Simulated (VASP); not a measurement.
A run of VASP 6.6.1 is set up as follows.

Contents of INCAR:

```
SYSTEM = TiB2
PREC = Accurate ; ENCUT = 520
EDIFF = 1E-6 ; ISMEAR = 0
SIGMA = 0.05 ; LREAL = .False.
LASPH = .True. ; NELM = 60
ALGO = Normal ; ISIF = 2
LWAVE = .False. ; LCHARG = .False.
GGA = PE ; NBANDS = 16
```

File KPOINTS:

```
regular mesh
0
Gamma
  11 11 9
  0 0 0
```

File POSCAR:

```
TiB2
1.0
    3.0292000000      0.0000000000      0.0000000000
   -1.5146000000      2.6233600000      0.0000000000
    0.0000000000      0.0000000000      3.2284000000
Ti B
1 2
Direct
    0.0000000000      0.0000000000      0.0000000000
    0.3333333333      0.6666666667      0.5000000000
    0.6666666667      0.3333333333      0.5000000000
```

Potentials or basis: VASP PAW PBE potentials, release 64 (Ti_sv, B).

The run is started by

```bash
$ cat potpaw_PBE.64/Ti_sv/POTCAR potpaw_PBE.64/B/POTCAR > POTCAR
$ mpirun -np 1 vasp_std > vasp.out
```

Estimate the pressure.

0.4 GPa.

Estimate the band gap on the k mesh.

zero (band 9 reaches 10.18 eV, above the bottom of band 10 at 9.74 eV).

Stress tensor (GPa, compression positive):
```
 0.77  0.00  0.00
 0.00  0.77  0.00
 0.00  0.00 -0.20
```
